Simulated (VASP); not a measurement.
# Se (R-3m) in VASP: notebook

The runs below take Se through single point, with PBE.

Program: VASP 6.6.1. These are calculated values, not measurements. Logs are shortened: lines on timing, memory, paths and dates and some standing lists are left out, and cuts for length are marked.

## (1) The cell of the first run

The typed cell holds 2 atoms: a = 2.950 Å, b = 2.950 Å, c = 2.950 Å, α = 59.96°, β = 59.96°, γ = 59.96°.

## (2) Single point, PBE

File INCAR:

```
SYSTEM = Se
ALGO     = Normal         ! electronic algorithm
EDIFF    = 1E-6           ! SCF threshold, eV
ENCUT    = 520            ! plane-wave cutoff, eV
GGA      = PE             ! functional
ISIF     = 2              ! what is computed and relaxed
ISMEAR   = -1             ! smearing method
LASPH    = .TRUE.         ! aspherical terms in the spheres
LCHARG   = .FALSE.        ! write CHGCAR
LREAL    = .FALSE.        ! projectors in reciprocal space
LWAVE    = .FALSE.        ! write WAVECAR
NBANDS   = 13             ! bands
NELM     = 80             ! most SCF steps
PREC     = Accurate       ! precision mode
SIGMA    = 0.08           ! smearing width, eV
```

File KPOINTS:

```
k-points
0
G
  13 13 13
  0 0 0
```

File POSCAR:

```
Se
1.0
    1.4742787617     -0.8511752400      2.4097320045
    0.0000000000      1.7023504799      2.4097320045
   -1.4742787617     -0.8511752400      2.4097320045
Se
2
Direct
    0.2500000000      0.2500000000      0.2500000000
   -0.2500000000     -0.2500000000     -0.2500000000
```

Potentials or basis: VASP PAW PBE potentials, release 64 (Se).

On the command line:

```sh
cat potpaw_PBE.64/Se/POTCAR > POTCAR
mpirun -np 1 vasp_std > vasp.out
```

OUTCAR:

```text
SYSTEM = Se
   EDIFF = 1E-6
   ENCUT = 520
   GGA = PE
   ISIF = 2
   ISMEAR = -1
   LASPH = .TRUE.
   LREAL = .FALSE.
   NELM = 80
   PREC = Accurate

 ion  position               nearest neighbor table
   1  0.250  0.250  0.250-   2 2.09   2 2.09   2 2.09   2 2.09   2 2.09   2 2.09
   2  0.750  0.750  0.750-   1 2.09   1 2.09   1 2.09   1 2.09   1 2.09   1 2.09

  LATTYP: Found a trigonal (rhomboedric) cell.
 ALAT       =     2.9503907351
 COS(alpha) =     0.5006211523

  Lattice vectors:

 A1 = (   1.4742787617,  -0.8511752400,   2.4097320045)
 A2 = (   0.0000000000,   1.7023504799,   2.4097320045)
 A3 = (  -1.4742787617,  -0.8511752400,   2.4097320045)

Analysis of symmetry for initial positions (statically):
=====================================================================
 Subroutine PRICEL returns following result:

  LATTYP: Found a trigonal (rhomboedric) cell.
 ALAT       =     2.0855932584
 COS(alpha) =     0.0006215384

  Lattice vectors:

 A1 = (   1.4742787617,   0.8511752399,   1.2048660022)
 A2 = (  -1.4742787617,   0.8511752400,   1.2048660022)
 A3 = (   0.0000000000,  -1.7023504800,   1.2048660022)

   2 primitive cells build up your supercell.

 Routine SETGRP: Setting up the symmetry group for a
 trigonal (rhombohedral) supercell.

 Subroutine GETGRP returns: Found 12 space group operations
 (whereof 12 operations were pure point group operations)
 out of a pool of 12 trial point group operations.

The static configuration has the point symmetry D_3d.

Analysis of symmetry for dynamics (positions and initial velocities):
=====================================================================
 Subroutine PRICEL returns following result:

  LATTYP: Found a trigonal (rhomboedric) cell.
 ALAT       =     2.0855932584
 COS(alpha) =     0.0006215384

  Lattice vectors:

 A1 = (   1.4742787617,   0.8511752399,   1.2048660022)
 A2 = (  -1.4742787617,   0.8511752400,   1.2048660022)
 A3 = (   0.0000000000,  -1.7023504800,   1.2048660022)

   2 primitive cells build up your supercell.

 Routine SETGRP: Setting up the symmetry group for a
 trigonal (rhombohedral) supercell.

 Subroutine GETGRP returns: Found 12 space group operations
 (whereof 12 operations were pure point group operations)
 out of a pool of 12 trial point group operations.

The dynamic configuration has the point symmetry D_3d.

 Subroutine INISYM returns: Found 12 space group operations
 (whereof 12 operations are pure point group operations),
 and found     2 'primitive' translations

----------------------------------------------------------------------------------------

                                     Primitive cell

  volume of cell :       9.0717

  direct lattice vectors                    reciprocal lattice vectors
     1.474278762  0.851175240  1.204866002     0.339148886  0.195807701  0.276655937
    -1.474278762  0.851175240  1.204866002    -0.339148886  0.195807701  0.276655937
     0.000000000 -1.702350480  1.204866002    -0.000000000 -0.391615401  0.276655937

  length of vectors
     2.085593258  2.085593258  2.085593259     0.479480063  0.479480063  0.479480063

  position of ions in fractional coordinates (direct lattice)
     0.500000000  0.500000000  0.500000000

  ion indices of the primitive-cell ions
   primitive index   ion index
                 1           1

----------------------------------------------------------------------------------------

 KPOINTS: k-points

Automatic generation of k-mesh.
 Grid dimensions read from file:
 generate k-points for:   13   13   13

 Generating k-lattice:

  Cartesian coordinates                     Fractional coordinates (reciprocal lattice)
     0.026088376 -0.015062131  0.010640613     0.076923077 -0.000000000 -0.000000000
     0.000000000  0.030124262  0.010640613    -0.000000000  0.076923077 -0.000000000
    -0.026088376 -0.015062131  0.010640613    -0.000000000 -0.000000000  0.076923077

  Length of vectors
     0.031948299  0.031948299  0.031948299

  Shift w.r.t. Gamma in fractional coordinates (k-lattice)
     0.000000000  0.000000000  0.000000000

 Subroutine IBZKPT returns following result:
 ===========================================

 Found    231 irreducible k-points:

 Following reciprocal coordinates:
            Coordinates               Weight
  0.000000  0.000000  0.000000      1.000000
  0.076923  0.000000  0.000000      6.000000
  0.153846 -0.000000 -0.000000      6.000000
  0.230769 -0.000000  0.000000      6.000000
  0.307692 -0.000000 -0.000000      6.000000
  0.384615  0.000000  0.000000      6.000000
[... 16 lines left out ...]
  0.384615  0.153846  0.000000     12.000000
  0.461538  0.153846  0.000000     12.000000
 [... further k-points ...]
   k-points           NKPTS =    231   k-points in BZ     NKDIM =    231   number of bands    NBANDS=     13
   number of dos      NEDOS =    301   number of ions     NIONS =      2
   total plane-waves  NPLWV =  13824
   dimension x,y,z NGX =    24 NGY =   24 NGZ =   24
   dimension x,y,z NGXF=    48 NGYF=   48 NGZF=   48
   ions per type =               2
   NGX,Y,Z   is equivalent  to a cutoff of  13.52, 13.52, 13.52 a.u.
   NGXF,Y,Z  is equivalent  to a cutoff of  27.05, 27.05, 27.05 a.u.
 SYSTEM =  Se
   PREC   = accura    normal or accurate (medium, high low for compatibility)
   ISTART =      0    job   : 0-new  1-cont  2-samecut
   ICHARG =      2    charge: 1-file 2-atom 10-const
   ISPIN  =      1    spin polarized calculation?
   LNONCOLLINEAR =      F non collinear calculations
   LSORBIT =      F    spin-orbit coupling
   LASPH  =      T    aspherical Exc in radial PAW
   ENCUT  =  520.0 eV  38.22 Ry    6.18 a.u.   5.49  5.49  5.49*2*pi/ulx,y,z
   NELM   =     80;   NELMIN=  2; NELMDL= -5     # of ELM steps
   EDIFF  = 0.1E-05   stopping-criterion for ELM
   LREAL  =      F    real-space projection
   EDIFFG = 0.1E-04   stopping-criterion for IOM
   NSW    =      0    number of steps for IOM
   IBRION =     -1    ionic relax: 0-MD 1-quasi-New 2-CG
   NFREE  =      0    steps in history (QN), initial steepest desc. (CG)
   ISIF   =      2    stress and relaxation
   ISYM   =      2    0-nonsym 1-usesym 2-fastsym
   POTIM  = 0.5000    time-step for ionic-motion
   TEBEG  =    0.0;   TEEND  =   0.0 temperature during run
   PSTRESS=    0.0 pullay stress
   NELECT =      12.0000    total number of electrons
   NUPDOWN=      -1.0000    fix difference up-down
   EMIN   =  10.00;   EMAX   =-10.00  energy-range for DOS
   EFERMI =   0.00;   METHOD = LEGACY
   ISMEAR =    -1;   SIGMA  =   0.08  broadening in eV -4-tet -1-fermi 0-gaus
   EFERMI_NEDOS =   21; number of points for ismear=-14 and -15
   IALGO  =     38    algorithm
   IMIX   =      4    mixing-type and parameters
     AMIX     =   0.40;   BMIX     =  1.00
     AMIX_MAG =   1.60;   BMIX_MAG =  1.00
  volume/ion in A,a.u.               =       9.07        61.22
  Fermi-wavevector in a.u.,A,eV,Ry     =   1.426360  2.695429 27.681079  2.034502
  Thomas-Fermi vector in A             =   2.546645
   LORBIT       =      0    0 simple, 1 ext, 2 COOP (PROOUT), +10 PAW based schemes
   GGA     = PE    functional components
   LHFCALC =     F    Hartree Fock is set to
   AEXX    =    0.0000 exact exchange contribution
   IVDW    =     0    specifies the selected vdW correction
   LEPSILON=     F    determine dielectric tensor
   LRPA    =     F    only Hartree local field effects (RPA)
 non-spin polarized calculation
  energy-cutoff  :      520.00
  volume of cell :       18.14
 maximum number of plane-waves:       531
 NGX is ok and might be reduce to    24

 number of electron      12.0000000 magnetization

 Free energy of the ion-electron system (eV)
  ---------------------------------------------------
  ext. energy  EPLUGINS =         0.00000000
  ---------------------------------------------------
  free energy    TOTEN  =         9.54303676 eV

  energy without entropy =        9.55676852  energy(sigma->0) =        9.54990264

 E-fermi :  20.4281     XC(G=0): -14.4959

 val. band max:       20.4146100565   @ k =  -0.3846   0.0769   0.0769
 cond. band min:      20.4287430426   @ k =  -0.3077  -0.3846   0.2308
 fundamental gap:      0.0141329861
 Fermi energy:        20.4280728979

 k-point     1 :       0.0000    0.0000    0.0000
  band No.  band energies     occupation
      1      -8.4722      2.00000
      2      12.9128      2.00000
      3      12.9405      2.00000
      4      12.9405      2.00000
      5      18.6512      2.00000
      6      21.8650      0.00000
      7      21.8918      0.00000
      8      21.8918      0.00000
      9      24.1673      0.00000
     10      24.1673      0.00000
     11      24.1735      0.00000
     12      26.7913      0.00000
     13      26.7913      0.00000

 k-point     2 :       0.0769    0.0000    0.0000
  band No.  band energies     occupation
      1      -8.3196      2.00000
      2      11.6218      2.00000
      3      12.8803      2.00000
      4      12.9042      2.00000
      5      19.2965      2.00000
      6      22.0002      0.00000
      7      22.2020      0.00000
      8      22.2264      0.00000
      9      22.7228      0.00000
     10      22.7250      0.00000
     11      23.8105      0.00000
     12      27.4932      0.00000
     13      28.4825      0.00000

 k-point     3 :       0.1538   -0.0000   -0.0000
  band No.  band energies     occupation
      1      -7.8620      2.00000
      2       9.0556      2.00000
      3      12.8147      2.00000
      4      12.8369      2.00000
      5      19.4152      1.99999
      6      20.6870      0.07558
      7      20.6875      0.07516
      8      22.9312      0.00000
      9      23.1604      0.00000
     10      23.1873      0.00000
     11      23.3656      0.00000
     12      30.2117      0.00000
     13      31.2595      0.00000

 k-point     4 :       0.2308   -0.0000    0.0000
  band No.  band energies     occupation
      1      -7.0998      2.00000
      2       6.2938      2.00000
      3      12.8090      2.00000
      4      12.8289      2.00000
      5      18.8140      2.00000
      6      18.8168      2.00000
      7      19.0276      2.00000
      8      21.8627      0.00000
      9      24.6528      0.00000
     10      24.6815      0.00000
     11      25.5590      0.00000
     12      33.8853      0.00000
     13      34.3605      0.00000

 k-point     5 :       0.3077   -0.0000   -0.0000
  band No.  band energies     occupation
      1      -6.0346      2.00000
      2       3.6274      2.00000
      3      12.9476      2.00000
      4      12.9649      2.00000
      5      17.1818      2.00000
      6      17.1869      2.00000
      7      18.7391      2.00000
      8      20.8308      0.01294
      9      26.5882      0.00000
     10      26.6190      0.00000
     11      28.0133      0.00000
     12      37.6741      0.00000
     13      37.6837      0.00000
[... 257 lines left out ...]
 k-point    22 :       0.3077    0.1538    0.0000
  band No.  band energies     occupation
      1      -6.2379      2.00000
      2       5.8026      2.00000
      3      10.2805      2.00000
      4      12.3009      2.00000
      5      12.7974      2.00000
      6      19.9363      1.99573
      7      22.1884      0.00000
      8      23.5503      0.00000
      9      24.1025      0.00000
     10      28.5733      0.00000
     11      29.5047      0.00000
     12      32.6338      0.00000
     13      35.9020      0.00000

 k-point    23 :       0.3846    0.1538    0.0000
  band No.  band energies     occupation
      1      -5.0753      2.00000
      2       3.2556      2.00000
      3      10.2715      2.00000
      4      11.3040      2.00000
      5      12.7489      2.00000
      6      20.6552      0.11050
      7      21.2616      0.00006
      8      23.2018      0.00000
      9      23.9537      0.00000
     10      30.7882      0.00000
     11      32.0480      0.00000
     12      36.0264      0.00000
     13      36.9736      0.00000

 k-point    24 :       0.4615    0.1538    0.0000
  band No.  band energies     occupation
      1      -3.6173      2.00000
      2       0.8987      2.00000
      3      10.0967      2.00000
      4      10.5555      2.00000
      5      13.2297      2.00000
      6      19.3360      2.00000
      7      22.3995      0.00000
      8      22.4965      0.00000
      9      25.1807      0.00000
     10      33.2984      0.00000
     11      34.1228      0.00000
     12      34.7084      0.00000
     13      34.7312      0.00000

 [... further k-points ...]
[... 5 lines left out ...]
  --------------------------------------------------------------------------------------
  -------------------------------------------------------------------------------------
  Total       46.2185396     46.2185396     46.2619804     -0.0000000     -0.0000000     -0.0000000
  in kB     4081.3911064   4081.3911068   4085.2272053     -0.0000000     -0.0000001     -0.0000000
  external PRESSURE =    4082.6698062 kB  Pullay stress =       0.0000000 kB

 VOLUME and BASIS-vectors are now :
 -----------------------------------------------------------------------------
  energy-cutoff  :      520.00
  volume of cell :       18.14
      direct lattice vectors                 reciprocal lattice vectors
     1.474278762 -0.851175240  2.409732004     0.339148886 -0.195807701  0.138327969
     0.000000000  1.702350480  2.409732004     0.000000000  0.391615401  0.138327969
    -1.474278762 -0.851175240  2.409732004    -0.339148886 -0.195807701  0.138327969

 POSITION                                       TOTAL-FORCE (eV/Angst)
 -----------------------------------------------------------------------------------
      0.00000     -0.00000      1.80730         0.000000     -0.000000     -0.000000
      0.00000     -0.00000      5.42190        -0.000000      0.000000      0.000000
 -----------------------------------------------------------------------------------
    total drift:                               -0.000000      0.000000      0.000000

  FREE ENERGIE OF THE ION-ELECTRON SYSTEM (eV)
  ---------------------------------------------------
  free  energy   TOTEN  =         9.5430367635 eV

  energy  without entropy=        9.5567685228  energy(sigma->0) =        9.54990264
```

Wall time 26 s (1 thread of AMD EPYC 9R45 (Zen 5), shared host); peak memory 0.14 GiB.

Results:

* Free energy: 9.5430 eV
* Pressure: 408.3 GPa
* Band gap on the k mesh: zero (band 6 reaches 22.00 eV, above the bottom of band 7 at 18.67 eV)

Stress tensor (GPa, compression positive):
```
408.14   0.00   0.00
  0.00 408.14   0.00
  0.00   0.00 408.52
```

## (3) Single point, PBE

This run uses another cell than the first one, of 11.34 Å³/atom, 1.250 times its volume.

File INCAR:

```
ALGO = Normal
EDIFF = 1E-6
ENCUT = 520
GGA = PE
ISIF = 2
ISMEAR = -1
LASPH = True
LCHARG = True
LELF = True
LREAL = False
LVHAR = True
LWAVE = False
NBANDS = 13
NELM = 100
PREC = Accurate
SIGMA = 0.08
```

File KPOINTS:

```
k-points
0
Gamma
  13 13 13
```

File POSCAR:

```
Se
1.0
    1.5881186535     -0.9169007321      2.5958051121
    0.0000000000      1.8338014642      2.5958051121
   -1.5881186535     -0.9169007321      2.5958051121
Se
2
Direct
    0.2500000000      0.2500000000      0.2500000000
   -0.2500000000     -0.2500000000     -0.2500000000
```

Potentials or basis: VASP PAW PBE potentials, release 64 (Se).

On the command line:

```sh
cat potpaw_PBE.64/Se/POTCAR > POTCAR
mpirun -np 1 vasp_std > vasp.out
```

It took 24 s on 1 thread of AMD EPYC 9R45 (Zen 5), shared host; peak memory 0.15 GiB.

It converged, with:

```
Free energy            : 1.4269 eV
Pressure               : 198.1 GPa
Band gap on the k mesh : zero (band 6 reaches 18.24 eV, above the bottom of band 7 at 13.30 eV)
```

Stress tensor (GPa, compression positive):
```
198.01   0.00   0.00
  0.00 198.01   0.00
  0.00   0.00 198.25
```

Levels at points of the mesh, in eV from the Fermi level:
| k point | band 4 | band 5 | band 6 | band 7 | band 8 | band 9 |
| --- | --- | --- | --- | --- | --- | --- |
| (0.00, 0.00, 0.00) | -6.61 | -5.25 | 2.50 | 2.52 | 2.52 | 2.80 |

## (4) Single point, PBE

This run uses another cell than the first one, of 13.61 Å³/atom, 1.500 times its volume.

File INCAR:

```
SYSTEM = Se
PREC = Accurate
ENCUT = 520
EDIFF = 1E-7
ISMEAR = -1
SIGMA = 0.08
LREAL = .FALSE.
LASPH = .TRUE.
NELM = 60
ALGO = Normal
ISIF = 2
LWAVE = .FALSE.
LCHARG = .TRUE.
GGA = PE
LELF = .TRUE.
LVHAR = .TRUE.
NBANDS = 13
```

File KPOINTS:

```
regular mesh
0
G
  13 13 13
  0 0 0
```

File POSCAR:

```
Se
1.0
    1.6876278960     -0.9743524201      2.7584545463
    0.0000000000      1.9487048401      2.7584545463
   -1.6876278960     -0.9743524201      2.7584545463
Se
2
Direct
    0.2500000000      0.2500000000      0.2500000000
   -0.2500000000     -0.2500000000     -0.2500000000
```

On the command line:

```sh
cat potpaw_PBE.64/Se/POTCAR > POTCAR
mpirun -np 1 vasp_std > vasp.out
```

Run time: 45 s. Hardware: 1 thread of AMD EPYC 9R45 (Zen 5), shared host; peak memory 0.17 GiB.

It converged, with:

| Property | Result |
| --- | --- |
| Free energy | -2.7193 eV |
| Pressure | 105.3 GPa |
| Band gap on the k mesh | zero (band 6 reaches 14.61 eV, above the bottom of band 7 at 9.69 eV) |

Stress tensor (GPa, compression positive):
```
105.24   0.00   0.00
  0.00 105.24   0.00
  0.00   0.00 105.37
```

Levels at points of the mesh, in eV from the Fermi level:
```
           k point  band 3  band 4  band 5  band 6  band 7  band 8  band 9  band 10
(0.00, 0.00, 0.00)   -5.84   -5.82   -5.82    2.18    2.18    2.19    3.34     3.36
```

## (5) Single point, PBE

File INCAR:

```
ALGO     = Normal         # electronic algorithm
EDIFF    = 1E-7           # SCF threshold, eV
ENCUT    = 520            # plane-wave cutoff, eV
GGA      = PE             # functional
ISIF     = 2              # what is computed and relaxed
ISMEAR   = -1             # smearing method
LASPH    = True           # aspherical terms in the spheres
LCHARG   = False          # write CHGCAR
LREAL    = False          # projectors in reciprocal space
LWAVE    = False          # write WAVECAR
NBANDS   = 13             # bands
NELM     = 60             # most SCF steps
PREC     = Accurate       # precision mode
SIGMA    = 0.08           # smearing width, eV
```

File KPOINTS:

```
k-points
0
Gamma
  13 13 13
```

File POSCAR:

```
Se
1.0
    1.6876278960     -0.9743524201      2.7584545463
    0.0000000000      1.9487048402      2.7584545463
   -1.6876278960     -0.9743524201      2.7584545463
Se
2
Direct
    0.2500000000      0.2500000000      0.2500000000
   -0.2500000000     -0.2500000000     -0.2500000000
```

On the command line:

```sh
cat potpaw_PBE.64/Se/POTCAR > POTCAR
mpirun -np 1 vasp_std > vasp.out
```

It took 43 s on 1 thread of AMD EPYC 9R45 (Zen 5), shared host; peak memory 0.17 GiB.

It converged, with:

| Quantity | Value |
| --- | --- |
| Free energy | -2.7193 eV |
| Pressure | 105.3 GPa |
| Band gap on the k mesh | zero (band 6 reaches 14.61 eV, above the bottom of band 7 at 9.69 eV) |

Stress tensor (GPa, compression positive):
```
105.24   0.00   0.00
  0.00 105.24   0.00
  0.00   0.00 105.37
```

Levels at points of the mesh, in eV from the Fermi level:
```tsv
k point	band 2	band 3	band 4	band 5	band 6	band 7	band 8	band 9	band 10	band 11
(0.00, 0.00, 0.00)	-7.24	-5.84	-5.82	-5.82	2.18	2.18	2.19	3.34	3.36	3.36
```

## (6) Overview

| cell | gap on the mesh (eV) | pressure (GPa) |
| --- | --- | --- |
| a = 2.950 Å, angles 60.0°, 2 atoms | none | 408.3 |
| a = 3.178 Å, angles 60.0°, 2 atoms | none | 198.1 |
| a = 3.377 Å, angles 60.0°, 2 atoms | none | 105.3 |

Alike in all rows: task single point; level PBE; potentials or basis VASP PAW PBE potentials, release 64 (Se); no spin polarisation; k mesh 13 × 13 × 13; cutoff (eV) 520; smearing fermi-dirac 0.08 eV.

Total energies depend on the potentials used, so only differences within one code and one set of settings carry meaning.
